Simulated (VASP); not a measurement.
# Pr (Fm-3m) in VASP: a series of runs

Pr is run at these levels: r2SCAN; tasks: single point.

Everything below comes from runs of VASP 6.6.1. Logs are shortened: lines on timing, memory, paths and dates and some standing lists are left out, and cuts for length are marked.

### Step 1. The cell of the first run

The structure is cubic, space group Fm-3m (No. 225). The conventional cell has a = 4.554 Å, b = 4.554 Å, c = 4.554 Å, α = 90.00°, β = 90.00°, γ = 90.00°. Within 4.2 Å of Pr (site symmetry m-3m) lie 12 Pr at 3.22 Å.

### Step 2. Single point, r2SCAN

POSCAR reads:

```
Pr
1.0
    0.0000000000      2.2771263748      2.2771263748
    2.2771263748      0.0000000000      2.2771263748
    2.2771263748      2.2771263748      0.0000000000
Pr
1
Direct
    0.0000000000      0.0000000000      0.0000000000
```

INCAR.step1 reads:

```
PREC = Accurate
ENCUT = 520
ISMEAR = -1
SIGMA = 0.1
LREAL = F
LASPH = T
NELM = 80
NBANDS = 12
GGA = PE
ALGO = Normal
EDIFF = 1E-4
LWAVE = T
LCHARG = F
```

INCAR.step2 reads:

```
PREC = Accurate
ENCUT = 520
EDIFF = 1E-7
ISMEAR = -1
SIGMA = 0.1
LREAL = F
LASPH = T
NELM = 80
ALGO = Normal
ISIF = 2
LWAVE = F
LCHARG = F
METAGGA = R2SCAN
LMIXTAU = T
NBANDS = 12
ISTART = 1
```

KPOINTS reads:

```
regular mesh
0
Gamma
  13 13 13
```

Potentials or basis: VASP PAW PBE potentials, release 64 (Pr).

On the command line:

```sh
$ cat potpaw_PBE.64/Pr/POTCAR > POTCAR
$ cp INCAR.step1 INCAR
$ mpirun -np 1 vasp_std > vasp.out
$ cp INCAR.step2 INCAR
$ mpirun -np 1 vasp_std > vasp.out
```

OUTCAR:

```text
PREC = Accurate
   ENCUT = 520
   EDIFF = 1E-7
   ISMEAR = -1
   LREAL = F
   LASPH = T
   NELM = 80
   ISIF = 2
   METAGGA = R2SCAN
   ISTART = 1

 ion  position               nearest neighbor table
   1  0.000  0.000  0.000-

  LATTYP: Found a face centered cubic cell.
 ALAT       =     4.5542527496

  Lattice vectors:

 A1 = (   0.0000000000,   2.2771263748,   2.2771263748)
 A2 = (   2.2771263748,   0.0000000000,   2.2771263748)
 A3 = (   2.2771263748,   2.2771263748,   0.0000000000)

Analysis of symmetry for initial positions (statically):
=====================================================================
 Subroutine PRICEL returns:
 Original cell was already a primitive cell.

 Routine SETGRP: Setting up the symmetry group for a
 face centered cubic supercell.

 Subroutine GETGRP returns: Found 48 space group operations
 (whereof 48 operations were pure point group operations)
 out of a pool of 48 trial point group operations.

The static configuration has the point symmetry O_h .

Analysis of symmetry for dynamics (positions and initial velocities):
=====================================================================
 Subroutine PRICEL returns:
 Original cell was already a primitive cell.

 Routine SETGRP: Setting up the symmetry group for a
 face centered cubic supercell.

 Subroutine GETGRP returns: Found 48 space group operations
 (whereof 48 operations were pure point group operations)
 out of a pool of 48 trial point group operations.

The dynamic configuration has the point symmetry O_h .

 Subroutine INISYM returns: Found 48 space group operations
 (whereof 48 operations are pure point group operations),
 and found     1 'primitive' translations

----------------------------------------------------------------------------------------

                                     Primitive cell

  volume of cell :      23.6152

  direct lattice vectors                    reciprocal lattice vectors
     0.000000000  2.277126375  2.277126375    -0.219574990  0.219574990  0.219574990
     2.277126375  0.000000000  2.277126375     0.219574990 -0.219574990  0.219574990
     2.277126375  2.277126375  0.000000000     0.219574990  0.219574990 -0.219574990

  length of vectors
     3.220343002  3.220343002  3.220343002     0.380315038  0.380315038  0.380315038

  position of ions in fractional coordinates (direct lattice)
     0.000000000  0.000000000  0.000000000

  ion indices of the primitive-cell ions
   primitive index   ion index
                 1           1

----------------------------------------------------------------------------------------

 KPOINTS: regular mesh

Automatic generation of k-mesh.
 Grid dimensions read from file:
 generate k-points for:   13   13   13

 Generating k-lattice:

  Cartesian coordinates                     Fractional coordinates (reciprocal lattice)
    -0.016890384  0.016890384  0.016890384     0.076923077  0.000000000  0.000000000
     0.016890384 -0.016890384  0.016890384     0.000000000  0.076923077  0.000000000
     0.016890384  0.016890384 -0.016890384     0.000000000  0.000000000  0.076923077

  Length of vectors
     0.029255003  0.029255003  0.029255003

  Shift w.r.t. Gamma in fractional coordinates (k-lattice)
     0.000000000  0.000000000  0.000000000

 Subroutine IBZKPT returns following result:
 ===========================================

 Found     84 irreducible k-points:

 Following reciprocal coordinates:
            Coordinates               Weight
  0.000000  0.000000  0.000000      1.000000
  0.076923  0.000000  0.000000      8.000000
  0.153846  0.000000  0.000000      8.000000
  0.230769  0.000000  0.000000      8.000000
  0.307692  0.000000  0.000000      8.000000
  0.384615  0.000000  0.000000      8.000000
[... 16 lines left out ...]
  0.384615  0.153846  0.000000     24.000000
  0.461538  0.153846  0.000000     24.000000
 [... further k-points ...]
   k-points           NKPTS =     84   k-points in BZ     NKDIM =     84   number of bands    NBANDS=     12
   number of dos      NEDOS =    301   number of ions     NIONS =      1
   total plane-waves  NPLWV =  13824
   dimension x,y,z NGX =    24 NGY =   24 NGZ =   24
   dimension x,y,z NGXF=    48 NGYF=   48 NGZF=   48
   ions per type =               1
   NGX,Y,Z   is equivalent  to a cutoff of  12.39, 12.39, 12.39 a.u.
   NGXF,Y,Z  is equivalent  to a cutoff of  24.78, 24.78, 24.78 a.u.
 SYSTEM =  unknown system
   PREC   = accura    normal or accurate (medium, high low for compatibility)
   ISTART =      1    job   : 0-new  1-cont  2-samecut
   ICHARG =      0    charge: 1-file 2-atom 10-const
   ISPIN  =      1    spin polarized calculation?
   LNONCOLLINEAR =      F non collinear calculations
   LSORBIT =      F    spin-orbit coupling
   LASPH  =      T    aspherical Exc in radial PAW
   ENCUT  =  520.0 eV  38.22 Ry    6.18 a.u.   5.99  5.99  5.99*2*pi/ulx,y,z
   NELM   =     80;   NELMIN=  2; NELMDL=  0     # of ELM steps
   EDIFF  = 0.1E-06   stopping-criterion for ELM
   LREAL  =      F    real-space projection
   EDIFFG = 0.1E-05   stopping-criterion for IOM
   NSW    =      0    number of steps for IOM
   IBRION =     -1    ionic relax: 0-MD 1-quasi-New 2-CG
   NFREE  =      0    steps in history (QN), initial steepest desc. (CG)
   ISIF   =      2    stress and relaxation
   ISYM   =      2    0-nonsym 1-usesym 2-fastsym
   POTIM  = 0.5000    time-step for ionic-motion
   TEBEG  =    0.0;   TEEND  =   0.0 temperature during run
   PSTRESS=    0.0 pullay stress
   NELECT =      13.0000    total number of electrons
   NUPDOWN=      -1.0000    fix difference up-down
   EMIN   =  10.00;   EMAX   =-10.00  energy-range for DOS
   EFERMI =   0.00;   METHOD = LEGACY
   ISMEAR =    -1;   SIGMA  =   0.10  broadening in eV -4-tet -1-fermi 0-gaus
   EFERMI_NEDOS =   21; number of points for ismear=-14 and -15
   IALGO  =     38    algorithm
   IMIX   =      4    mixing-type and parameters
     AMIX     =   0.40;   BMIX     =  1.00
     AMIX_MAG =   1.60;   BMIX_MAG =  1.00
  volume/ion in A,a.u.               =      23.62       159.36
  Fermi-wavevector in a.u.,A,eV,Ry     =   1.341710  2.535465 24.493032  1.800187
  Thomas-Fermi vector in A             =   2.469922
   LORBIT       =      0    0 simple, 1 ext, 2 COOP (PROOUT), +10 PAW based schemes
   METAGGA = R2SCAN    functional components
   LHFCALC =     F    Hartree Fock is set to
   AEXX    =    0.0000 exact exchange contribution
   IVDW    =     0    specifies the selected vdW correction
   LEPSILON=     F    determine dielectric tensor
   LRPA    =     F    only Hartree local field effects (RPA)
 non-spin polarized calculation
  energy-cutoff  :      520.00
  volume of cell :       23.62
 maximum number of plane-waves:       648
   NGX = 11   NGY = 11   NGZ = 11

 number of electron      12.9999999 magnetization

 Free energy of the ion-electron system (eV)
  ---------------------------------------------------
  ext. energy  EPLUGINS =         0.00000000
  ---------------------------------------------------
  free energy    TOTEN  =       -30.07854200 eV

  energy without entropy =      -29.87310582  energy(sigma->0) =      -29.97582391

 E-fermi :   9.6882     XC(G=0): -12.7472

 val. band max:        9.6854958655   @ k =   0.0769   0.0000   0.0000
 cond. band min:       9.6979890294   @ k =  -0.0769   0.0769   0.0000
 fundamental gap:      0.0124931639
 Fermi energy:         9.6881852536

 k-point     1 :       0.0000    0.0000    0.0000
  band No.  band energies     occupation
      1     -27.8513      2.00000
      2      -7.3970      2.00000
      3      -7.3970      2.00000
      4      -7.3970      2.00000
      5       6.7861      2.00000
      6       8.8683      1.99945
      7       9.6727      1.07744
      8       9.6727      1.07716
      9       9.6727      1.07715
     10      10.7477      0.00005
     11      10.7478      0.00005
     12      10.7478      0.00005

 k-point     2 :       0.0769    0.0000    0.0000
  band No.  band energies     occupation
      1     -27.8143      2.00000
      2      -7.6435      2.00000
      3      -7.4233      2.00000
      4      -7.4233      2.00000
      5       7.0953      2.00000
      6       8.8173      1.99967
      7       9.6478      1.19907
      8       9.6855      1.01363
      9       9.6855      1.01345
     10      10.6124      0.00019
     11      10.6125      0.00019
     12      10.7492      0.00005

 k-point     3 :       0.1538    0.0000    0.0000
  band No.  band energies     occupation
      1     -27.7097      2.00000
      2      -8.2851      2.00000
      3      -7.4950      2.00000
      4      -7.4950      2.00000
      5       7.7571      2.00000
      6       8.8020      1.99972
      7       9.5768      1.50573
      8       9.7248      0.81882
      9       9.7249      0.81863
     10      10.4121      0.00144
     11      10.4121      0.00144
     12      10.7531      0.00005
[... 286 lines left out ...]
 k-point    23 :       0.3846    0.1538    0.0000
  band No.  band energies     occupation
      1     -27.2494      2.00000
      2     -10.0729      2.00000
      3      -8.1147      2.00000
      4      -8.0162      2.00000
      5       8.0477      2.00000
      6       9.0560      1.99641
      7       9.6175      1.33939
      8       9.9756      0.10686
      9      10.0614      0.04676
     10      10.1909      0.01303
     11      10.1970      0.01226
     12      10.4960      0.00062

 k-point    24 :       0.4615    0.1538    0.0000
  band No.  band energies     occupation
      1     -27.1333      2.00000
      2     -10.5117      2.00000
      3      -8.2930      2.00000
      4      -8.0338      2.00000
      5       8.0245      2.00000
      6       8.9674      1.99852
      7       9.7548      0.67867
      8      10.0072      0.07907
      9      10.0203      0.06968
     10      10.2373      0.00821
     11      10.2633      0.00634
     12      10.4459      0.00102

 [... further k-points ...]
[... 5 lines left out ...]
  --------------------------------------------------------------------------------------
  -------------------------------------------------------------------------------------
  Total        0.1320574      0.1320574      0.1320574     -0.0000000     -0.0000000      0.0000000
  in kB        8.9594604      8.9594604      8.9594604     -0.0000000     -0.0000000      0.0000000
  external PRESSURE =       8.9594604 kB  Pullay stress =       0.0000000 kB

 VOLUME and BASIS-vectors are now :
 -----------------------------------------------------------------------------
  energy-cutoff  :      520.00
  volume of cell :       23.62
      direct lattice vectors                 reciprocal lattice vectors
     0.000000000  2.277126375  2.277126375    -0.219574990  0.219574990  0.219574990
     2.277126375  0.000000000  2.277126375     0.219574990 -0.219574990  0.219574990
     2.277126375  2.277126375  0.000000000     0.219574990  0.219574990 -0.219574990

 POSITION                                       TOTAL-FORCE (eV/Angst)
 -----------------------------------------------------------------------------------
      0.00000      0.00000      0.00000         0.000000      0.000000      0.000000
 -----------------------------------------------------------------------------------
    total drift:                               -0.000000      0.000000      0.000000

  FREE ENERGIE OF THE ION-ELECTRON SYSTEM (eV)
  ---------------------------------------------------
  free  energy   TOTEN  =       -30.0785419964 eV

  energy  without entropy=      -29.8731058221  energy(sigma->0) =      -29.97582391
```

Wall time 4.1 min (1 thread of AMD EPYC 7R43 (Zen 3), shared host); peak memory 0.14 GiB.

Results:

| Quantity | Value |
| --- | --- |
| Free energy | -30.0785 eV |
| Pressure | 0.9 GPa |

Caveat: the PAW data sets were made with another functional, which shifts forces and pressure a little; spin-orbit coupling is left out, which moves the levels of the heavy elements. Spin polarisation is off, so any magnetic state and its effect on volume and gap are missing.

[end of part 1 of 2]
